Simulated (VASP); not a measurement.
# Al32O in VASP: further runs

The runs below take Al32O through single point, with PBE+D3(BJ).

Program: VASP 6.6.1. These are calculated values, not measurements. Logs are shortened: lines on timing, memory, paths and dates and some standing lists are left out, and cuts for length are marked.

## Step 1: The cell of the first run

The cell holds a slab with vacuum, 33 atoms: a = 5.629 Å, b = 5.629 Å, c = 33.555 Å, α = 90.00°, β = 90.00°, γ = 120.00°.

## Step 2: Single point, PBE+D3(BJ)

INCAR

```
PREC = Accurate
ENCUT = 520
EDIFF = 1E-6
ISMEAR = 0
SIGMA = 0.1
LREAL = Auto
LASPH = T
NELM = 60
ALGO = Normal
ISIF = 2
LWAVE = F
LCHARG = F
LDIPOL = T
IDIPOL = 3
DIPOL = 0.5 0.5 0.370
GGA = PE
IVDW = 12
NBANDS = 73
```

KPOINTS

```
Automatic mesh
0
Gamma
  6 6 1
```

POSCAR

```
Al32O
1.0
    5.6288445222      0.0000000000      0.0000000000
   -2.8144222611      4.8747223502      0.0000000000
    0.0000000000      0.0000000000     33.5549453352
Al O
32 1
Direct
    0.1666666667      0.3333333333      0.1192074658
    0.1666666667      0.8333333333      0.1192074658
    0.6666666667      0.3333333333      0.1192074658
    0.6666666667      0.8333333333      0.1192074658
    0.0000000000      0.0000000000      0.1880575786
    0.0000000000      0.5000000000      0.1880575786
    0.5000000000      0.0000000000      0.1880575786
    0.5000000000      0.5000000000      0.1880575786
    0.3333333333      0.1666666667      0.2569076914
    0.3333333333      0.6666666667      0.2569076914
    0.8333333333      0.1666666667      0.2569076914
    0.8333333333      0.6666666667      0.2569076914
    0.0000000000      0.0000000000      0.3257578042
    0.0000000000      0.5000000000      0.3257578042
    0.5000000000      0.0000000000      0.3257578042
    0.5000000000      0.5000000000      0.3257578042
    0.1666666667      0.3333333333      0.3941383343
    0.1666666667      0.8333333333      0.3941383343
    0.6666666667      0.3333333333      0.3941383343
    0.6666666667      0.8333333333      0.3941383343
    0.0000000000      0.0000000000      0.4632563468
    0.0000000000      0.5000000000      0.4632563468
    0.5000000000      0.0000000000      0.4632563468
    0.5000000000      0.5000000000      0.4632563468
    0.3333333333      0.1666666667      0.5326957441
    0.3333333333      0.6666666667      0.5326957441
    0.8333333333      0.1666666667      0.5326957441
    0.8333333333      0.6666666667      0.5326957441
    0.0000000000      0.0000000000      0.6036351761
    0.0000000000      0.5000000000      0.6036351761
    0.5000000000      0.0000000000      0.6036351761
    0.5000000000      0.5000000000      0.6036351761
    0.0000000000      0.0000000000      0.6781398422
```

Potentials or basis: VASP PAW PBE potentials, release 64 (Al, O).

On the command line:

```console
> cat potpaw_PBE.64/Al/POTCAR potpaw_PBE.64/O/POTCAR > POTCAR
> mpirun -np 1 vasp_std > vasp.out
```

OUTCAR:

```text
PREC = Accurate
   ENCUT = 520
   EDIFF = 1E-6
   ISMEAR = 0
   LREAL = Auto
   LASPH = T
   NELM = 60
   ISIF = 2
   GGA = PE
   IVDW = 12
 IVDW          = 12

 ion  position               nearest neighbor table
   1  0.167  0.333  0.119-   3 2.81   3 2.81   4 2.81   2 2.81   2 2.81   4 2.81   8 2.82   5 2.82
                             6 2.82
   2  0.167  0.833  0.119-   4 2.81   4 2.81   1 2.81   1 2.81   3 2.81   3 2.81   7 2.82   6 2.82
                             5 2.82
   3  0.667  0.333  0.119-   1 2.81   1 2.81   4 2.81   4 2.81   2 2.81   2 2.81   6 2.82   7 2.82
                             8 2.82
   4  0.667  0.833  0.119-   2 2.81   2 2.81   3 2.81   3 2.81   1 2.81   1 2.81   5 2.82   8 2.82
                             7 2.82
   5  0.000  0.000  0.188-   7 2.81   7 2.81   8 2.81   6 2.81   6 2.81   8 2.81   9 2.82   4 2.82
                            12 2.82   1 2.82   2 2.82  11 2.82
   6  0.000  0.500  0.188-   8 2.81   8 2.81   5 2.81   5 2.81   7 2.81   7 2.81  10 2.82   3 2.82
                            11 2.82   2 2.82  12 2.82   1 2.82
   7  0.500  0.000  0.188-   5 2.81   5 2.81   8 2.81   8 2.81   6 2.81   6 2.81  11 2.82   2 2.82
                             3 2.82  10 2.82   9 2.82   4 2.82
   8  0.500  0.500  0.188-   6 2.81   6 2.81   7 2.81   7 2.81   5 2.81   5 2.81  12 2.82   1 2.82
                             4 2.82   9 2.82   3 2.82  10 2.82
   9  0.333  0.167  0.257-  11 2.81  11 2.81  12 2.81  10 2.81  10 2.81  12 2.81  13 2.82   5 2.82
[... 32 lines left out ...]
                            23 2.84  29 2.88  32 2.88  31 2.88
  26  0.333  0.667  0.533-  28 2.81  28 2.81  25 2.81  25 2.81  27 2.81  27 2.81  22 2.84  23 2.84
                            24 2.84  30 2.88  31 2.88  32 2.88
  27  0.833  0.167  0.533-  25 2.81  25 2.81  28 2.81  28 2.81  26 2.81  26 2.81  23 2.84  22 2.84
                            21 2.84  31 2.88  30 2.88  29 2.88
  28  0.833  0.667  0.533-  26 2.81  26 2.81  27 2.81  27 2.81  25 2.81  25 2.81  24 2.84  21 2.84
                            22 2.84  32 2.88  29 2.88  30 2.88
  29  0.000  0.000  0.604-  33 2.50  31 2.81  31 2.81  30 2.81  30 2.81  32 2.81  32 2.81  25 2.88
                            28 2.88  27 2.88
  30  0.000  0.500  0.604-  32 2.81  32 2.81  29 2.81  29 2.81  31 2.81  31 2.81  26 2.88  27 2.88
                            28 2.88
  31  0.500  0.000  0.604-  29 2.81  29 2.81  32 2.81  32 2.81  30 2.81  30 2.81  27 2.88  26 2.88
                            25 2.88
  32  0.500  0.500  0.604-  30 2.81  30 2.81  31 2.81  31 2.81  29 2.81  29 2.81  28 2.88  25 2.88
                            26 2.88
  33  0.000  0.000  0.678-  29 2.50

  LATTYP: Found a hexagonal cell.
 ALAT       =     5.6288445222
 C/A-ratio  =     5.9612492764

  Lattice vectors:

 A1 = (   5.6288445222,   0.0000000000,   0.0000000000)
 A2 = (  -2.8144222611,   4.8747223502,   0.0000000000)
 A3 = (   0.0000000000,   0.0000000000,  33.5549453352)

Analysis of symmetry for initial positions (statically):
=====================================================================
 Subroutine PRICEL returns:
 Original cell was already a primitive cell.

 Routine SETGRP: Setting up the symmetry group for a
 hexagonal supercell.

 Subroutine GETGRP returns: Found  6 space group operations
 (whereof  6 operations were pure point group operations)
 out of a pool of 24 trial point group operations.

The static configuration has the point symmetry C_3v.

Analysis of symmetry for dynamics (positions and initial velocities):
=====================================================================
 Subroutine PRICEL returns:
 Original cell was already a primitive cell.

 Routine SETGRP: Setting up the symmetry group for a
 hexagonal supercell.

 Subroutine GETGRP returns: Found  6 space group operations
 (whereof  6 operations were pure point group operations)
 out of a pool of 24 trial point group operations.

The dynamic configuration has the point symmetry C_3v.

 Subroutine INISYM returns: Found  6 space group operations
 (whereof  6 operations are pure point group operations),
 and found     1 'primitive' translations

----------------------------------------------------------------------------------------

                                     Primitive cell

  volume of cell :     920.7160

  direct lattice vectors                    reciprocal lattice vectors
     5.628844522  0.000000000  0.000000000     0.177656355  0.102569944  0.000000000
[... 90 lines left out ...]
     0.000000000  0.000000000  0.029801866     0.000000000  0.000000000  1.000000000

  Length of vectors
     0.034189981  0.034189981  0.029801866

  Shift w.r.t. Gamma in fractional coordinates (k-lattice)
     0.000000000  0.000000000  0.000000000

 Subroutine IBZKPT returns following result:
 ===========================================

 Found      7 irreducible k-points:

 Following reciprocal coordinates:
            Coordinates               Weight
  0.000000  0.000000  0.000000      1.000000
  0.166667  0.000000  0.000000      6.000000
  0.333333  0.000000  0.000000      6.000000
  0.500000  0.000000  0.000000      3.000000
  0.166667  0.166667  0.000000      6.000000
  0.333333  0.166667  0.000000     12.000000
  0.333333  0.333333  0.000000      2.000000
   k-points           NKPTS =      7   k-points in BZ     NKDIM =      7   number of bands    NBANDS=     73
   number of dos      NEDOS =    301   number of ions     NIONS =     33
   total plane-waves  NPLWV = 441000
   dimension x,y,z NGX =    42 NGY =   42 NGZ =  250
   dimension x,y,z NGXF=    84 NGYF=   84 NGZF=  500
   ions per type =              32   1
   NGX,Y,Z   is equivalent  to a cutoff of  12.40, 12.40, 12.39 a.u.
   NGXF,Y,Z  is equivalent  to a cutoff of  24.81, 24.81, 24.77 a.u.
 SYSTEM =  unknown system
   PREC   = accura    normal or accurate (medium, high low for compatibility)
   ISTART =      0    job   : 0-new  1-cont  2-samecut
   ICHARG =      2    charge: 1-file 2-atom 10-const
   ISPIN  =      1    spin polarized calculation?
   LNONCOLLINEAR =      F non collinear calculations
   LSORBIT =      F    spin-orbit coupling
   LASPH  =      T    aspherical Exc in radial PAW
   ENCUT  =  520.0 eV  38.22 Ry    6.18 a.u.  10.47 10.47 62.39*2*pi/ulx,y,z
   NELM   =     60;   NELMIN=  2; NELMDL= -5     # of ELM steps
   EDIFF  = 0.1E-05   stopping-criterion for ELM
   LREAL  =      T    real-space projection
   EDIFFG = 0.1E-04   stopping-criterion for IOM
   NSW    =      0    number of steps for IOM
   IBRION =     -1    ionic relax: 0-MD 1-quasi-New 2-CG
   NFREE  =      0    steps in history (QN), initial steepest desc. (CG)
   ISIF   =      2    stress and relaxation
   ISYM   =      2    0-nonsym 1-usesym 2-fastsym
   POTIM  = 0.5000    time-step for ionic-motion
   TEBEG  =    0.0;   TEEND  =   0.0 temperature during run
   PSTRESS=    0.0 pullay stress
   NELECT =     102.0000    total number of electrons
   NUPDOWN=      -1.0000    fix difference up-down
   EMIN   =  10.00;   EMAX   =-10.00  energy-range for DOS
   EFERMI =   0.00;   METHOD = LEGACY
   ISMEAR =     0;   SIGMA  =   0.10  broadening in eV -4-tet -1-fermi 0-gaus
   EFERMI_NEDOS =   21; number of points for ismear=-14 and -15
   IALGO  =     38    algorithm
   IMIX   =      4    mixing-type and parameters
     AMIX     =   0.40;   BMIX     =  1.00
     AMIX_MAG =   1.60;   BMIX_MAG =  1.00
  volume/ion in A,a.u.               =      27.90       188.28
  Fermi-wavevector in a.u.,A,eV,Ry     =   0.786260  1.485816  8.411193  0.618205
  Thomas-Fermi vector in A             =   1.890763
   LORBIT       =      0    0 simple, 1 ext, 2 COOP (PROOUT), +10 PAW based schemes
   GGA     = PE    functional components
   LHFCALC =     F    Hartree Fock is set to
   AEXX    =    0.0000 exact exchange contribution
   IVDW    =    12    specifies the selected vdW correction
   LEPSILON=     F    determine dielectric tensor
   LRPA    =     F    only Hartree local field effects (RPA)
 non-spin polarized calculation
 Gauss-broadening in eV      SIGMA  =   0.10
  energy-cutoff  :      520.00
  volume of cell :      920.72
 maximum number of plane-waves:     24893
 NGX is ok and might be reduce to    42
   NGX = 21   NGY = 21   NGZ =125

 dipolmoment           0.000000      0.000000     -0.313450 electrons x Angstroem

 number of electron     102.0000001 magnetization

 dipolmoment           0.000000      0.000000      0.526269 electrons x Angstroem

 Free energy of the ion-electron system (eV)
  ---------------------------------------------------
  ext. energy  EPLUGINS =         0.00000000
  ---------------------------------------------------
  free energy    TOTEN  =      -119.98170077 eV

  energy without entropy =     -119.89271060  energy(sigma->0) =     -119.93720569

 E-fermi :   2.1461     XC(G=0):  -6.4313

 val. band max:        2.1357042870   @ k =   0.1667   0.1667   0.0000
 cond. band min:       2.1512527737   @ k =   0.3333   0.1667   0.0000
 fundamental gap:      0.0155484867
 Fermi energy:         2.1461363894

 k-point     1 :       0.0000    0.0000    0.0000
  band No.  band energies     occupation
      1     -12.8591      2.00000
      2      -9.0919      2.00000
      3      -8.7702      2.00000
      4      -8.2843      2.00000
      5      -7.5982      2.00000
      6      -6.7602      2.00000
[... 451 lines left out ...]
     62       4.8105      0.00000
     63       4.8331      0.00000
 [bands above 63 left out]

------------------------ aborting loop because EDIFF is reached ----------------------------------------

 vacuum level on the upper side and lower side of the slab       (xc-potential included)         1.540        -1.876

 Edisp (eV)   -9.86610

 E8    (eV) :    -4.4763

  FORCE on cell =-STRESS in cart. coord.  units (eV):
  Direction    XX          YY          ZZ          XY          YZ          ZX
  --------------------------------------------------------------------------------------
  -------------------------------------------------------------------------------------
  Total      -4.10979    -4.10979    -8.93769     0.00000     0.00000     0.00000
  in kB      -7.15163    -7.15163   -15.55286     0.00000     0.00000     0.00000
  external pressure =       -9.95 kB  Pullay stress =        0.00 kB

 VOLUME and BASIS-vectors are now :
 -----------------------------------------------------------------------------
  energy-cutoff  :      520.00
  volume of cell :      920.72
      direct lattice vectors                 reciprocal lattice vectors
     5.628844522  0.000000000  0.000000000     0.177656355  0.102569944  0.000000000
    -2.814422261  4.874722350  0.000000000     0.000000000  0.205139889  0.000000000
     0.000000000  0.000000000 33.554945335     0.000000000  0.000000000  0.029801866

 POSITION                                       TOTAL-FORCE (eV/Angst)
 -----------------------------------------------------------------------------------
      0.00000      1.62491      4.00000        -0.000000      0.025379     -0.086348
     -1.40721      4.06227      4.00000         0.021979     -0.012689     -0.086348
      2.81442      1.62491      4.00000        -0.000000      0.000000     -0.093118
      1.40721      4.06227      4.00000        -0.021979     -0.012689     -0.086348
      0.00000      0.00000      6.31026        -0.000000      0.000000      0.077655
     -1.40721      2.43736      6.31026         0.012859      0.007424      0.090447
[... 25 lines left out ...]
      1.40721      2.43736     20.25495         0.002710     -0.001564      0.226603
      0.00000      0.00000     22.75495        -0.000000      0.000000     -3.397429
 -----------------------------------------------------------------------------------
    total drift:                               -0.000000      0.000000      0.012577

  FREE ENERGIE OF THE ION-ELECTRON SYSTEM (eV)
  ---------------------------------------------------
  free  energy   TOTEN  =      -129.8477989909 eV

  energy  without entropy=     -129.7588088215  energy(sigma->0) =     -129.80330391

 vacuum level on the upper side and lower side of the slab         9.572         6.110
```

Wall time 21 min (1 thread of Intel Xeon 6975P-C (Granite Rapids), shared host); peak memory 0.96 GiB.

Results:

```yaml
Free_energy: -129.8478 eV
Largest_force: 3.397 eV/Å
Band_gap_on_the_k_mesh: zero (bands 51 and 52 overlap by 0.92 eV)
Dispersion_energy_per_atom: -0.299 eV
```

Forces in eV/Å, atoms in the order of the input:
```
Al   0.000  0.025 -0.086
Al   0.022 -0.013 -0.086
Al   0.000  0.000 -0.093
Al  -0.022 -0.013 -0.086
Al   0.000  0.000  0.078
Al   0.013  0.007  0.090
Al   0.000 -0.015  0.090
Al  -0.013  0.007  0.090
Al   0.014  0.008  0.002
Al   0.000  0.000  0.001
Al  -0.014  0.008  0.002
Al   0.000 -0.016  0.002
Al   0.000  0.000  0.011
Al  -0.013 -0.007 -0.002
Al   0.000  0.015 -0.002
Al   0.013 -0.007 -0.002
Al   0.000 -0.024  0.034
Al  -0.020  0.012  0.034
Al   0.000  0.000  0.012
Al   0.020  0.012  0.034
Al   0.000  0.000 -0.013
Al  -0.011 -0.007  0.007
Al   0.000  0.013  0.007
Al   0.011 -0.007  0.007
Al  -0.037 -0.021  0.033
Al   0.000  0.000 -0.111
Al   0.037 -0.021  0.033
Al   0.000  0.042  0.033
Al   0.000  0.000  2.597
Al  -0.003 -0.002  0.227
Al   0.000  0.003  0.227
Al   0.003 -0.002  0.227
O    0.000  0.000 -3.397
```

(Continued in part 2 of 2.)
